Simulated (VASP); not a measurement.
# InSb in VASP: single point with PBE

Aim: the single point of InSb with PBE.

Program: VASP 6.6.1. These are calculated values, not measurements. Logs are shortened: lines on timing, memory, paths and dates and some standing lists are left out, and cuts for length are marked.

### 1 The cell of the first run

The cell holds a wire or tube with vacuum around it, 8 atoms: a = 14.000 Å, b = 15.900 Å, c = 4.539 Å, α = 90.00°, β = 90.00°, γ = 90.00°.

### 2 Single point, PBE, collinear spin

File INCAR:

```
SYSTEM = InSb
PREC     = Accurate       ! precision mode
ENCUT    = 520            ! plane-wave cutoff, eV
EDIFF    = 1E-6           ! SCF threshold, eV
ISMEAR   = 0              ! smearing method
SIGMA    = 0.05           ! smearing width, eV
LREAL    = .FALSE.        ! projectors in reciprocal space
LASPH    = .TRUE.         ! aspherical terms in the spheres
NELM     = 150            ! most SCF steps
ALGO     = Fast           ! electronic algorithm
ISIF     = 2              ! what is computed and relaxed
LWAVE    = .FALSE.        ! write WAVECAR
LCHARG   = .TRUE.         ! write CHGCAR
ISPIN    = 2              ! spin polarisation
MAGMOM   = 0.3 0.3 0.3 0.3 0.3 0.3 0.3 0.3 ! initial moments
LORBIT   = 11             ! projections on sites
GGA      = PE             ! functional
LELF     = .TRUE.         ! ELF
LVHAR    = .TRUE.       
NBANDS   = 50             ! bands
```

File KPOINTS:

```
Automatic mesh
0
G
  1 1 8
  0 0 0
```

File POSCAR:

```
InSb
1.0
   14.0000000000      0.0000000000      0.0000000000
    0.0000000000     15.9000000000      0.0000000000
    0.0000000000      0.0000000000      4.5392326832
In Sb
4 4
Direct
    0.6667777480      0.5000000000      0.0000000000
    0.4656986058      0.5000000000      0.5000000000
    0.4504539030      0.3217202534      0.1140601698
    0.4504539030      0.6782797466     -0.1140601698
    0.2836218225      0.5605642125      0.7672707725
    0.2836218225      0.4394357875      0.2327292275
    0.5812066339      0.6435665075      0.3739682011
    0.5812066339      0.3564334925      0.6260317989
```

Potentials or basis: VASP PAW PBE potentials, release 64 (In_d, Sb).

Run with:

```
$ cat potpaw_PBE.64/In_d/POTCAR potpaw_PBE.64/Sb/POTCAR > POTCAR
$ mpirun -np 1 vasp_std > vasp.out
```

OUTCAR:

```text
SYSTEM = InSb
   PREC = Accurate
   ENCUT = 520
   EDIFF = 1E-6
   ISMEAR = 0
   LREAL = .FALSE.
   LASPH = .TRUE.
   NELM = 150
   ISIF = 2
   ISPIN = 2
   LORBIT = 11
   GGA = PE

 ion  position               nearest neighbor table
   1  0.667  0.500  0.000-   7 3.09   8 3.09   2 3.62   2 3.62   8 3.84   7 3.84
   2  0.466  0.500  0.500-   7 2.86   8 2.86   5 2.98   6 2.98   3 3.34   4 3.34   1 3.62   1 3.62
                             3 3.98   4 3.98
   3  0.450  0.322  0.114-   8 2.93   8 3.01   6 3.04   2 3.34   2 3.98
   4  0.450  0.678  0.886-   7 2.93   7 3.01   5 3.04   2 3.34   2 3.98
   5  0.284  0.561  0.767-   6 2.86   2 2.98   4 3.04   6 3.10
   6  0.284  0.439  0.233-   5 2.86   2 2.98   3 3.04   5 3.10
   7  0.581  0.644  0.374-   2 2.86   4 2.93   4 3.01   1 3.09   1 3.84
   8  0.581  0.356  0.626-   2 2.86   3 2.93   3 3.01   1 3.09   1 3.84

  LATTYP: Found a simple orthorhombic cell.
 ALAT       =     4.5392326832
 B/A-ratio  =     3.0842217126
 C/A-ratio  =     3.5027946593

  Lattice vectors:

 A1 = (   0.0000000000,   0.0000000000,   4.5392326832)
 A2 = (  14.0000000000,   0.0000000000,   0.0000000000)
 A3 = (   0.0000000000,  15.9000000000,   0.0000000000)

Analysis of symmetry for initial positions (statically):
=====================================================================
 Subroutine PRICEL returns:
 Original cell was already a primitive cell.

 Routine SETGRP: Setting up the symmetry group for a
 simple orthorhombic supercell.

 Subroutine GETGRP returns: Found  2 space group operations
 (whereof  2 operations were pure point group operations)
 out of a pool of  8 trial point group operations.

The static configuration has the point symmetry C_2 .

Analysis of symmetry for dynamics (positions and initial velocities):
=====================================================================
 Subroutine PRICEL returns:
 Original cell was already a primitive cell.

 Routine SETGRP: Setting up the symmetry group for a
 simple orthorhombic supercell.

 Subroutine GETGRP returns: Found  2 space group operations
 (whereof  2 operations were pure point group operations)
 out of a pool of  8 trial point group operations.

The dynamic configuration has the point symmetry C_2 .

Analysis of structural, dynamic, and magnetic symmetry:
=====================================================================
 Subroutine PRICEL returns:
 Original cell was already a primitive cell.

 Routine SETGRP: Setting up the symmetry group for a
 simple orthorhombic supercell.

 Subroutine GETGRP returns: Found  2 space group operations
 (whereof  2 operations were pure point group operations)
 out of a pool of  8 trial point group operations.

The overall configuration has the point symmetry C_2 .

 Subroutine INISYM returns: Found  2 space group operations
 (whereof  2 operations are pure point group operations),
 and found     1 'primitive' translations

----------------------------------------------------------------------------------------

                                     Primitive cell

  volume of cell :    1010.4332

  direct lattice vectors                    reciprocal lattice vectors
    14.000000000  0.000000000  0.000000000     0.071428571  0.000000000  0.000000000
     0.000000000 15.900000000  0.000000000     0.000000000  0.062893082  0.000000000
     0.000000000  0.000000000  4.539232683     0.000000000  0.000000000  0.220301551

  length of vectors
    14.000000000 15.900000000  4.539232683     0.071428571  0.062893082  0.220301551

  position of ions in fractional coordinates (direct lattice)
     0.666777748  0.500000000  0.000000000
     0.465698606  0.500000000  0.500000000
     0.450453903  0.321720253  0.114060170
     0.450453903  0.678279747  0.885939830
     0.283621823  0.560564212  0.767270772
     0.283621823  0.439435788  0.232729228
     0.581206634  0.643566507  0.373968201
     0.581206634  0.356433493  0.626031799

  ion indices of the primitive-cell ions
   primitive index   ion index
                 1           1
[... 43 lines left out ...]
   total plane-waves  NPLWV = 466560
   dimension x,y,z NGX =   108 NGY =  120 NGZ =   36
   dimension x,y,z NGXF=   216 NGYF=  240 NGZF=   72
   ions per type =               4   4
   NGX,Y,Z   is equivalent  to a cutoff of  12.82, 12.55, 13.18 a.u.
   NGXF,Y,Z  is equivalent  to a cutoff of  25.65, 25.09, 26.37 a.u.
 SYSTEM =  InSb
   PREC   = accura    normal or accurate (medium, high low for compatibility)
   ISTART =      0    job   : 0-new  1-cont  2-samecut
   ICHARG =      2    charge: 1-file 2-atom 10-const
   ISPIN  =      2    spin polarized calculation?
   LNONCOLLINEAR =      F non collinear calculations
   LSORBIT =      F    spin-orbit coupling
   LASPH  =      T    aspherical Exc in radial PAW
   ENCUT  =  520.0 eV  38.22 Ry    6.18 a.u.  26.03 29.56  8.44*2*pi/ulx,y,z
   NELM   =    150;   NELMIN=  2; NELMDL= -5     # of ELM steps
   EDIFF  = 0.1E-05   stopping-criterion for ELM
   LREAL  =      F    real-space projection
   EDIFFG = 0.1E-04   stopping-criterion for IOM
   NSW    =      0    number of steps for IOM
   IBRION =     -1    ionic relax: 0-MD 1-quasi-New 2-CG
   NFREE  =      0    steps in history (QN), initial steepest desc. (CG)
   ISIF   =      2    stress and relaxation
   ISYM   =      2    0-nonsym 1-usesym 2-fastsym
   POTIM  = 0.5000    time-step for ionic-motion
   TEBEG  =    0.0;   TEEND  =   0.0 temperature during run
   PSTRESS=    0.0 pullay stress
   NELECT =      72.0000    total number of electrons
   NUPDOWN=      -1.0000    fix difference up-down
   EMIN   =  10.00;   EMAX   =-10.00  energy-range for DOS
   EFERMI =   0.00;   METHOD = LEGACY
   ISMEAR =     0;   SIGMA  =   0.05  broadening in eV -4-tet -1-fermi 0-gaus
   EFERMI_NEDOS =   21; number of points for ismear=-14 and -15
   IALGO  =     68    algorithm
   IMIX   =      4    mixing-type and parameters
     AMIX     =   0.40;   BMIX     =  1.00
     AMIX_MAG =   1.60;   BMIX_MAG =  1.00
  volume/ion in A,a.u.               =     126.30       852.34
  Fermi-wavevector in a.u.,A,eV,Ry     =   0.678708  1.282573  6.267454  0.460645
  Thomas-Fermi vector in A             =   1.756691
   LORBIT       =     11    0 simple, 1 ext, 2 COOP (PROOUT), +10 PAW based schemes
   GGA     = PE    functional components
   LHFCALC =     F    Hartree Fock is set to
   AEXX    =    0.0000 exact exchange contribution
   IVDW    =     0    specifies the selected vdW correction
   LEPSILON=     F    determine dielectric tensor
   LRPA    =     F    only Hartree local field effects (RPA)
 spin polarized calculation
 RMM-DIIS sequential band-by-band and
 Gauss-broadening in eV      SIGMA  =   0.05
  energy-cutoff  :      520.00
  volume of cell :     1010.43
 maximum number of plane-waves:     27259
 NGX is ok and might be reduce to   108
   NGX = 53   NGY = 59   NGZ = 17

 number of electron      72.0000016 magnetization       0.0000572

 number of electron      72.0000016 magnetization      -0.0000740

 Free energy of the ion-electron system (eV)
  ---------------------------------------------------
  ext. energy  EPLUGINS =         0.00000000
  ---------------------------------------------------
  free energy    TOTEN  =       -24.99687516 eV

  energy without entropy =      -24.98942726  energy(sigma->0) =      -24.99315121

 E-fermi :  -1.6203     XC(G=0):  -3.2042

 val. band max:       -1.7566397242   @ k =   0.0000   0.0000   0.0000
 cond. band min:      -1.6195362680   @ k =   0.0000   0.0000   0.3750
 fundamental gap:      0.1371034562
 Fermi energy:        -1.6202533668

 spin component 1

 k-point     1 :       0.0000    0.0000    0.0000
  band No.  band energies     occupation
      1     -16.2887      1.00000
      2     -16.2666      1.00000
      3     -16.2549      1.00000
      4     -16.2514      1.00000
      5     -16.2334      1.00000
      6     -16.0662      1.00000
[... 244 lines left out ...]
     47       2.0648      0.00000
     48       2.8204      0.00000
 Fermi energy:        -1.6202533668

 spin component 2

 k-point     1 :       0.0000    0.0000    0.0000
  band No.  band energies     occupation
      1     -16.2887      1.00000
      2     -16.2666      1.00000
      3     -16.2549      1.00000
      4     -16.2514      1.00000
      5     -16.2334      1.00000
      6     -16.0662      1.00000
[... 244 lines left out ...]
     47       2.0648      0.00000
     48       2.8199      0.00000
 [bands above 48 left out]

------------------------ aborting loop because EDIFF is reached ----------------------------------------

  FORCE on cell =-STRESS in cart. coord.  units (eV):
  Direction    XX          YY          ZZ          XY          YZ          ZX
  --------------------------------------------------------------------------------------
  -------------------------------------------------------------------------------------
  Total        0.0897499      0.0511556     -0.0304658      0.0000000      0.0021865      0.0000000
  in kB        0.1423104      0.0811140     -0.0483075      0.0000000      0.0034670      0.0000000
  external PRESSURE =       0.0583723 kB  Pullay stress =       0.0000000 kB

 VOLUME and BASIS-vectors are now :
 -----------------------------------------------------------------------------
  energy-cutoff  :      520.00
  volume of cell :     1010.43
      direct lattice vectors                 reciprocal lattice vectors
    14.000000000  0.000000000  0.000000000     0.071428571  0.000000000  0.000000000
     0.000000000 15.900000000  0.000000000     0.000000000  0.062893082  0.000000000
     0.000000000  0.000000000  4.539232683     0.000000000  0.000000000  0.220301551

 POSITION                                       TOTAL-FORCE (eV/Angst)
 -----------------------------------------------------------------------------------
      9.33489      7.95000      0.00000         0.003761      0.000000      0.000000
      6.51978      7.95000      2.26962         0.001955      0.000000      0.000000
      6.30635      5.11535      0.51775        -0.000094     -0.007195     -0.007595
      6.30635     10.78465      4.02149        -0.000094      0.007195      0.007595
      3.97071      8.91297      3.48282        -0.013228      0.018657     -0.010693
      3.97071      6.98703      1.05641        -0.013228     -0.018657      0.010693
      8.13689     10.23271      1.69753         0.010464      0.005661     -0.003546
      8.13689      5.66729      2.84170         0.010464     -0.005661      0.003546
 -----------------------------------------------------------------------------------
    total drift:                                0.000775      0.000000      0.000001

  FREE ENERGIE OF THE ION-ELECTRON SYSTEM (eV)
  ---------------------------------------------------
  free  energy   TOTEN  =       -24.9968751577 eV

  energy  without entropy=      -24.9894272579  energy(sigma->0) =      -24.99315121

 total charge

# of ion       s       p       d       tot
------------------------------------------
    1        1.095   0.324   9.842  11.262
    2        0.881   0.667   9.860  11.408
    3        1.019   0.461   9.847  11.327
    4        1.019   0.461   9.847  11.327
    5        1.216   1.149   0.023   2.388
    6        1.216   1.149   0.023   2.388
    7        1.196   1.203   0.019   2.418
    8        1.196   1.203   0.019   2.418
--------------------------------------------------
tot          8.837   6.618  39.480  54.935

 magnetization (x)

# of ion       s       p       d       tot
------------------------------------------
    1       -0.000   0.000  -0.000  -0.000
    2       -0.000   0.000  -0.000  -0.000
    3        0.000  -0.000  -0.000  -0.000
    4        0.000  -0.000  -0.000  -0.000
    5       -0.000  -0.000  -0.000  -0.000
    6       -0.000  -0.000  -0.000  -0.000
    7       -0.000  -0.000  -0.000  -0.000
    8       -0.000  -0.000  -0.000  -0.000
--------------------------------------------------
tot         -0.000  -0.000  -0.000  -0.000
```

It took 12 min on 1 thread of Oxide Virtual Turin-like, shared host; peak memory 1.4 GiB.

Results:

```
Free energy                                           : -24.9969 eV
Largest force                                         : 0.025 eV/Å
Band gap on the k mesh                                : zero (filled and empty bands overlap)
Net moment                                            : 0.00 μB per cell
Valence electrons inside the program's atomic spheres : In 11.26, 11.41, 11.33 (each value once); Sb 2.39, 2.42 (each value once)
```

Forces on the atoms (eV/Å):
```
In   0.004  0.000  0.000
In   0.002  0.000  0.000
In   0.000 -0.007 -0.008
In   0.000  0.007  0.008
Sb  -0.013  0.019 -0.011
Sb  -0.013 -0.019  0.011
Sb   0.010  0.006 -0.004
Sb   0.010 -0.006  0.004
```

Caveat: spin-orbit coupling is left out, which moves the levels of the heavy elements.

The gap in the log of VASP goes by the Fermi energy; the results here count the filled bands.